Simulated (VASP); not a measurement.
Runs of VASP 6.6.1 on Sn2Ir. The structure is that of space group Fm-3m (No. 225), or close to it. The cells are those of the table. 

| task | cell | gap on the mesh (eV) | pressure (GPa) |
| --- | --- | --- | --- |
| single point | a = 4.504, b = 4.504, c = 4.482 Å, angles 60.2, 60.2, 59.7°, 3 atoms | none | -3.1 |
| single point | a = 4.459, b = 4.459, c = 4.482 Å, angles 59.8, 59.8, 60.3°, 3 atoms | none | -0.5 |
| electric field gradients | a = 4.504, b = 4.504, c = 4.482 Å, angles 60.2, 60.2, 59.7°, 3 atoms | none | -3.0 |
| single point | a = 4.527, b = 4.527, c = 4.482 Å, angles 60.3, 60.3, 59.3°, 3 atoms | none | (a) |
| single point | a = 4.437, b = 4.437, c = 4.482 Å, angles 59.7, 59.7, 60.7°, 3 atoms | none | (b) |

Alike in all rows: level LDA; potentials or basis VASP PAW LDA potentials, release 64 (Sn_d, Ir); no spin polarisation; k mesh 10 × 10 × 10; cutoff (eV) 520; smearing fermi-dirac 0.03 eV.

Problem. Fill in the values left out.

Solution. (a) -4.2; (b) 0.9.

Caveats: spin-orbit coupling is left out, which moves the levels of the heavy elements; the cell stands under tension (at least some runs).

A k mesh can miss the band edges, and the runs leave out spin-orbit coupling on Ir, Sn.

A gap of «none» marks levels without a gap at the run's occupations.
